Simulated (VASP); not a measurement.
# Ti: single point with LDA

Ti:

```xyz
1
Lattice="0.0000 2.0398 2.0398 2.0398 0.0000 2.0398 2.0398 2.0398 0.0000" Properties=species:S:1:pos:R:3 pbc="T T T"
Ti    0.0000    0.0000    0.0000
```

This isn't the form of Ti at room conditions, which is hcp.

| Property | Result |
| --- | --- |
| Program | VASP 6.6.1 |
| Task | single point |
| Functional | LDA |
| Potentials or basis | VASP PAW LDA potentials, release 64 (Ti_sv) |
| Cutoff | 520 eV |
| k mesh | 22 × 22 × 22 |
| Occupations | gaussian, width 0.15 eV |
| Spin | collinear spin |
| Starting moments | [0.75] μB |
| Fixed moment | 0.75 μB |
| Dipole correction | no |
| Further INCAR settings | ALGO = Normal; EDIFF = 1e-06; NBANDS = 16 |

| Quantity | Value |
| --- | --- |
| Pressure | -4.6 GPa |
| Net moment | 0.75 μB per cell |
| Site moments | Ti +0.52 μB |
| Valence electrons inside the program's atomic spheres | Ti 10.31 |

Run time: 74 s on 1 thread of Intel(R) Xeon(R) 6975P-C (Granite Rapids), with other jobs on the host, peak memory 0.23 GiB.

Caveat: the cell stands under tension; the total moment is fixed, so each spin has its own Fermi level and the state may be an excited one.
